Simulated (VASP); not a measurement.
# BeCd2S3 (P-6m2) in VASP: relaxation of cell and atoms with PBE

Aim: the relaxation of cell and atoms of BeCd2S3 with PBE.

All numbers are computed with VASP 6.6.1; they aren't measurements. Logs are shortened: lines on timing, memory, paths and dates and some standing lists are left out, and cuts for length are marked.

### 1 The cell of the first run

The structure is hexagonal, space group P-6m2 (No. 187). Conventional cell: a = 4.182 Å, b = 4.182 Å, c = 7.706 Å, α = 90.00°, β = 90.00°, γ = 120.00°. Be (site symmetry -6m2) has 3 S at 2.41 Å and 6 Cd at 3.12 Å within 3.2 Å. Within 4.0 Å of Cd (site symmetry 3m) lie 9 S at 3.06 to 3.12 Å and 3 Be at 3.12 Å and 2 Cd at 3.74 to 3.96 Å. S (site symmetry -6m2) has 3 S at 2.41 Å and 6 Cd at 3.06 Å within 3.2 Å. S (site symmetry -6m2) has 3 Be at 2.41 Å and 6 Cd at 3.12 Å within 3.2 Å. S (site symmetry -6m2) has 3 S at 2.41 Å and 6 Cd at 3.06 Å within 3.2 Å.

The cell was built from a structure type or drawn by symmetry, and may not be a known phase.

### 2 Relaxation of cell and atoms, PBE

INCAR

```
ALGO = Normal
EDIFF = 1E-7
EDIFFG = -0.01
ENCUT = 600
GGA = PE
IBRION = 2
ISIF = 3
ISMEAR = 0
LASPH = True
LCHARG = False
LREAL = False
LWAVE = False
NELM = 80
NSW = 100
PREC = Accurate
SIGMA = 0.1
```

KPOINTS

```
k-points
0
Gamma
  12 12 6
```

POSCAR

```
BeCd2S3
1.0
    4.1819022971     -0.0000000029      0.0000000000
   -2.0909511460      3.6216336268      0.0000000000
    0.0000000000      0.0000000000      7.7063854164
Be Cd S
1 2 3
Direct
    0.6666666667      0.3333333333      0.0000000000
    0.3333333333      0.6666666667      0.2570503958
    0.3333333333      0.6666666667      0.7429496042
    0.6666666667      0.3333333333      0.5000000000
    0.0000000000      0.0000000000      0.0000000000
    0.0000000000      0.0000000000      0.5000000000
```

Potentials or basis: VASP PAW PBE potentials, release 64 (Be, Cd, S).

Command:

```sh
cat potpaw_PBE.64/Be/POTCAR potpaw_PBE.64/Cd/POTCAR potpaw_PBE.64/S/POTCAR > POTCAR
mpirun -np 1 vasp_std > vasp.out
```

OUTCAR:

```text
EDIFF = 1E-7
   EDIFFG = -0.01
   ENCUT = 600
   GGA = PE
   IBRION = 2
   ISIF = 3
   ISMEAR = 0
   LASPH = True
   LREAL = False
   NELM = 80
   NSW = 100
   PREC = Accurate

 ion  position               nearest neighbor table
   1  0.667  0.333  0.000-   5 2.41   5 2.41   5 2.41
   2  0.333  0.667  0.257-   4 3.06   6 3.06   4 3.06   6 3.06   6 3.06   4 3.06   5 3.12   5 3.12
                             5 3.12   3 3.74
   3  0.333  0.667  0.743-   4 3.06   6 3.06   4 3.06   6 3.06   6 3.06   4 3.06   5 3.12   5 3.12
                             5 3.12   2 3.74
   4  0.667  0.333  0.500-   6 2.41   6 2.41   6 2.41   3 3.06   2 3.06   3 3.06   2 3.06   2 3.06
                             3 3.06
   5  0.000  0.000  0.000-   1 2.41   1 2.41   1 2.41   3 3.12   2 3.12   2 3.12   3 3.12   2 3.12
                             3 3.12
   6  0.000  0.000  0.500-   4 2.41   4 2.41   4 2.41   2 3.06   3 3.06   2 3.06   3 3.06   2 3.06
                             3 3.06

  LATTYP: Found a hexagonal cell.
 ALAT       =     4.1819022971
 C/A-ratio  =     1.8427942283

  Lattice vectors:

 A1 = (   4.1819022971,  -0.0000000029,   0.0000000000)
 A2 = (  -2.0909511460,   3.6216336268,   0.0000000000)
 A3 = (   0.0000000000,   0.0000000000,   7.7063854164)

Analysis of symmetry for initial positions (statically):
=====================================================================
 Subroutine PRICEL returns:
 Original cell was already a primitive cell.

 Routine SETGRP: Setting up the symmetry group for a
 hexagonal supercell.

 Subroutine GETGRP returns: Found 12 space group operations
 (whereof 12 operations were pure point group operations)
 out of a pool of 24 trial point group operations.

The static configuration has the point symmetry D_3h.

Analysis of symmetry for dynamics (positions and initial velocities):
=====================================================================
 Subroutine PRICEL returns:
 Original cell was already a primitive cell.

 Routine SETGRP: Setting up the symmetry group for a
 hexagonal supercell.

 Subroutine GETGRP returns: Found 12 space group operations
 (whereof 12 operations were pure point group operations)
 out of a pool of 24 trial point group operations.

The dynamic configuration has the point symmetry D_3h.

 Subroutine INISYM returns: Found 12 space group operations
 (whereof 12 operations are pure point group operations),
 and found     1 'primitive' translations

----------------------------------------------------------------------------------------

                                     Primitive cell

  volume of cell :     116.7157

  direct lattice vectors                    reciprocal lattice vectors
     4.181902297 -0.000000003  0.000000000     0.239125625  0.138059244  0.000000000
    -2.090951146  3.621633627  0.000000000     0.000000000  0.276118488  0.000000000
     0.000000000  0.000000000  7.706385416     0.000000000  0.000000000  0.129762521

  length of vectors
     4.181902297  4.181902297  7.706385416     0.276118488  0.276118488  0.129762521

  position of ions in fractional coordinates (direct lattice)
     0.666666667  0.333333333  0.000000000
     0.333333333  0.666666667  0.257050396
     0.333333333  0.666666667  0.742949604
     0.666666667  0.333333333  0.500000000
     0.000000000  0.000000000  0.000000000
     0.000000000  0.000000000  0.500000000

  ion indices of the primitive-cell ions
   primitive index   ion index
                 1           1
                 2           2
                 3           3
                 4           4
                 5           5
[... 82 lines left out ...]
   TEBEG  =    0.0;   TEEND  =   0.0 temperature during run
   PSTRESS=    0.0 pullay stress
   NELECT =      44.0000    total number of electrons
   NUPDOWN=      -1.0000    fix difference up-down
   EMIN   =  10.00;   EMAX   =-10.00  energy-range for DOS
   EFERMI =   0.00;   METHOD = LEGACY
   ISMEAR =     0;   SIGMA  =   0.10  broadening in eV -4-tet -1-fermi 0-gaus
   EFERMI_NEDOS =   21; number of points for ismear=-14 and -15
   IALGO  =     38    algorithm
   IMIX   =      4    mixing-type and parameters
     AMIX     =   0.40;   BMIX     =  1.00
     AMIX_MAG =   1.60;   BMIX_MAG =  1.00
  volume/ion in A,a.u.               =      19.45       131.27
  Fermi-wavevector in a.u.,A,eV,Ry     =   1.182631  2.234849 19.029335  1.398617
  Thomas-Fermi vector in A             =   2.318882
   LORBIT       =      0    0 simple, 1 ext, 2 COOP (PROOUT), +10 PAW based schemes
   GGA     = PE    functional components
   LHFCALC =     F    Hartree Fock is set to
   AEXX    =    0.0000 exact exchange contribution
   IVDW    =     0    specifies the selected vdW correction
   LEPSILON=     F    determine dielectric tensor
   LRPA    =     F    only Hartree local field effects (RPA)
 conjugate gradient relaxation of ions
 non-spin polarized calculation
 Gauss-broadening in eV      SIGMA  =   0.10
  energy-cutoff  :      600.00
  volume of cell :      116.72
 maximum number of plane-waves:      3925
 NGX is ok and might be reduce to    36
   NGX = 17   NGY = 17   NGZ = 31

--------------------------------------- Ionic step        1  -------------------------------------------

 number of electron      43.9999995 magnetization

 Free energy of the ion-electron system (eV)
  ---------------------------------------------------
  ext. energy  EPLUGINS =         0.00000000
  ---------------------------------------------------
  free energy    TOTEN  =       -15.27819897 eV

  energy without entropy =      -15.26888649  energy(sigma->0) =      -15.27354273

------------------------ aborting loop because EDIFF is reached ----------------------------------------

  FORCE on cell =-STRESS in cart. coord.  units (eV):
  Direction    XX          YY          ZZ          XY          YZ          ZX
  --------------------------------------------------------------------------------------
  -------------------------------------------------------------------------------------
  Total        0.0578528      0.0578528      0.0870584      0.0000000     -0.0000000     -0.0000000
  in kB        0.7941560      0.7941560      1.1950660      0.0000000     -0.0000000     -0.0000000
  external PRESSURE =       0.9277927 kB  Pullay stress =       0.0000000 kB

 VOLUME and BASIS-vectors are now :
 -----------------------------------------------------------------------------
  energy-cutoff  :      600.00
  volume of cell :      116.72
      direct lattice vectors                 reciprocal lattice vectors
     4.181902297 -0.000000003  0.000000000     0.239125625  0.138059244  0.000000000
    -2.090951146  3.621633627  0.000000000     0.000000000  0.276118488  0.000000000
     0.000000000  0.000000000  7.706385416     0.000000000  0.000000000  0.129762521

 POSITION                                       TOTAL-FORCE (eV/Angst)
 -----------------------------------------------------------------------------------
      2.09095      1.20721      0.00000        -0.000000     -0.000000      0.000000
      0.00000      2.41442      1.98093        -0.000000      0.000000     -0.004119
      0.00000      2.41442      5.72546        -0.000000      0.000000      0.004119
      2.09095      1.20721      3.85319         0.000000     -0.000000      0.000000
      0.00000      0.00000      0.00000        -0.000000     -0.000000      0.000000
      0.00000      0.00000      3.85319        -0.000000     -0.000000      0.000000
 -----------------------------------------------------------------------------------
    total drift:                                0.000000     -0.000000     -0.000000

  FREE ENERGIE OF THE ION-ELECTRON SYSTEM (eV)
  ---------------------------------------------------
  free  energy   TOTEN  =       -15.2781989733 eV

  energy  without entropy=      -15.2688864864  energy(sigma->0) =      -15.27354273

--------------------------------------- Ionic step        2  -------------------------------------------

 number of electron      43.9999995 magnetization

 Free energy of the ion-electron system (eV)
  ---------------------------------------------------
  ext. energy  EPLUGINS =         0.00000000
  ---------------------------------------------------
  free energy    TOTEN  =       -15.27826548 eV

  energy without entropy =      -15.26890283  energy(sigma->0) =      -15.27358415

 E-fermi :   4.1855     XC(G=0): -10.1213

 val. band max:        4.1734988537   @ k =   0.4167   0.1667   0.5000
 cond. band min:       4.2086549165   @ k =   0.3333  -0.0000   0.0000
 fundamental gap:      0.0351560628
 Fermi energy:         4.1854915773

 k-point     1 :       0.0000    0.0000    0.0000
  band No.  band energies     occupation
      1     -11.6143      2.00000
      2      -9.5303      2.00000
      3      -5.2418      2.00000
      4      -4.2601      2.00000
      5      -4.2601      2.00000
      6      -4.2559      2.00000
[... 685 lines left out ...]
     25       5.9221      0.00000
     26       6.9950      0.00000

 [... further k-points ...]

------------------------ aborting loop because EDIFF is reached ----------------------------------------

  FORCE on cell =-STRESS in cart. coord.  units (eV):
  Direction    XX          YY          ZZ          XY          YZ          ZX
  --------------------------------------------------------------------------------------
  -------------------------------------------------------------------------------------
  Total       -0.0142426     -0.0142426      0.0412317     -0.0000000      0.0000000      0.0000000
  in kB       -0.1951930     -0.1951930      0.5650739     -0.0000000      0.0000000      0.0000000
  external PRESSURE =       0.0582293 kB  Pullay stress =       0.0000000 kB

 VOLUME and BASIS-vectors are now :
 -----------------------------------------------------------------------------
  energy-cutoff  :      600.00
  volume of cell :      116.91
      direct lattice vectors                 reciprocal lattice vectors
     4.183847560 -0.000000003 -0.000000000     0.239014445  0.137995054  0.000000000
    -2.091923777  3.623318273  0.000000000     0.000000000  0.275990108  0.000000000
    -0.000000000 -0.000000000  7.711779791     0.000000000 -0.000000000  0.129671752

 POSITION                                       TOTAL-FORCE (eV/Angst)
 -----------------------------------------------------------------------------------
      2.09192      1.20777     -0.00000        -0.000000     -0.000000      0.000000
      0.00000      2.41555      1.98212         0.000000      0.000000     -0.000767
      0.00000      2.41555      5.72966        -0.000000     -0.000000      0.000767
      2.09192      1.20777      3.85589        -0.000000      0.000000      0.000000
      2.09192      3.62332     -0.00000         0.000000     -0.000000      0.000000
      2.09192      3.62332      3.85589         0.000000     -0.000000      0.000000
 -----------------------------------------------------------------------------------
    total drift:                                0.000000     -0.000000     -0.000000

  FREE ENERGIE OF THE ION-ELECTRON SYSTEM (eV)
  ---------------------------------------------------
  free  energy   TOTEN  =       -15.2782654842 eV

  energy  without entropy=      -15.2689028255  energy(sigma->0) =      -15.27358415

 reached required accuracy - stopping structural energy minimisation
```

Wall time 11 min (1 thread of Intel Xeon 8259CL, shared host); peak memory 0.46 GiB.

Results:

| Quantity | Value |
| --- | --- |
| Free energy | -15.2783 eV |
| Relaxed volume | 19.48 Å³/atom |
| Relaxed cell | a = 4.184 Å, b = 4.184 Å, c = 7.712 Å, α = 90.00°, β = 90.00°, γ = 120.00° |
| Space group after relaxing (to 0.1 Å) | P-6m2 (No. 187) |
| Energy gained by relaxing | 0.0 meV/atom |
| Ionic steps | 2 |
| Pressure after relaxing | 0.0 GPa |
| Band gap on the k mesh | zero (bands 22 and 23 overlap by 0.56 eV) |

Stress tensor (GPa, compression positive):
```
-0.02  0.00  0.00
 0.00 -0.02  0.00
 0.00  0.00  0.06
```

Final structure:
```
CELL_PARAMETERS angstrom
4.18385 0.00000 0.00000
-2.09192 3.62332 0.00000
0.00000 0.00000 7.71178
ATOMIC_POSITIONS crystal
Be 0.66667 0.33333 0.00000
Cd 0.33333 0.66667 0.25702
Cd 0.33333 0.66667 0.74298
S 0.66667 0.33333 0.50000
S 0.00000 0.00000 0.00000
S 0.00000 0.00000 0.50000
```

Caveat: semilocal functionals underestimate gaps, so a narrow gap can read as zero.
